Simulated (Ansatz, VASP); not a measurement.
One calculation of Pb, two programs

The input INCAR:

```
SYSTEM = Pb
PREC     = Accurate       ! precision mode
ENCUT    = 520            ! plane-wave cutoff, eV
EDIFF    = 1E-6           ! SCF threshold, eV
ISMEAR   = -1             ! smearing method
SIGMA    = 0.05           ! smearing width, eV
LREAL    = .FALSE.        ! projectors in reciprocal space
LASPH    = .TRUE.         ! aspherical terms in the spheres
NELM     = 100            ! most SCF steps
ALGO     = Fast           ! electronic algorithm
ISIF     = 2              ! what is computed and relaxed
LWAVE    = .FALSE.        ! write WAVECAR
LCHARG   = .TRUE.         ! write CHGCAR
LELF     = .TRUE.         ! ELF
LVHAR    = .TRUE.       
NBANDS   = 36             ! bands
```

KPOINTS

```
Automatic mesh
0
G
  9 9 3
  0 0 0
```

POSCAR

```
Pb
1.0
    3.4767337338      0.0000000000      0.0000000000
   -1.7383668669      3.0109397357      0.0000000000
    0.0000000000      0.0000000000     11.3398816597
Pb
4
Direct
    0.6666666667      0.3333333333      0.7500000000
    0.0000000000      0.0000000000      0.5000000000
    0.3333333333      0.6666666667      0.2500000000
    0.0000000000      0.0000000000      0.0000000000
```

Contents of input.yaml:

```yaml
crystal:
  lattice:
    - [3.4767337338, 0.0, 0.0]
    - [-1.7383668669, 3.0109397357, 0.0]
    - [0.0, 0.0, 11.3398816597]
  atoms:
    - { symbol: Pb, position: [0.6666666667, 0.3333333333, 0.75] }
    - { symbol: Pb, position: [0.0, 0.0, 0.5] }
    - { symbol: Pb, position: [0.3333333333, 0.6666666667, 0.25] }
    - { symbol: Pb, position: [0.0, 0.0, 0.0] }
hamiltonian:
  xc: lda
  pseudopotentials: { kind: paw }
kpoints:
  mp_grid: { grid: [9, 9, 3] }
scf:
  occupations: { method: fermi_dirac, width: 0.05 }
output:
  forces: true
  stress: true
  eigenvalues: true
```

Alike in both runs: task single point; functional LDA; k mesh 9 × 9 × 3; occupations fermi-dirac, width 0.05 eV; no spin polarisation.

```csv
,VASP,Ansatz
version,VASP 6.6.1,Ansatz 0.2.0
potentials or method,"VASP PAW LDA potentials, release 64 (Pb_d)",Ansatz PAW
plane-wave cutoff (eV),520,420
valence electrons in the cell,56,56
```

|  | VASP | Ansatz | Ansatz less VASP |
| --- | --- | --- | --- |
| gap on the k mesh at the Fermi level (eV) | none | none | - |
| pressure (GPa) | -1.2 | -1.3 | -0.09 |
| traceless stress, the component that is largest in VASP (GPa) | 0.38 | 0.37 | -0.009 |

LDA's correlation is that of Perdew and Zunger in VASP and of Perdew and Wang (1992) in Ansatz. A gap of «none» marks a metal or a gap that the smearing closes.

Neither program's run includes spin-orbit coupling.
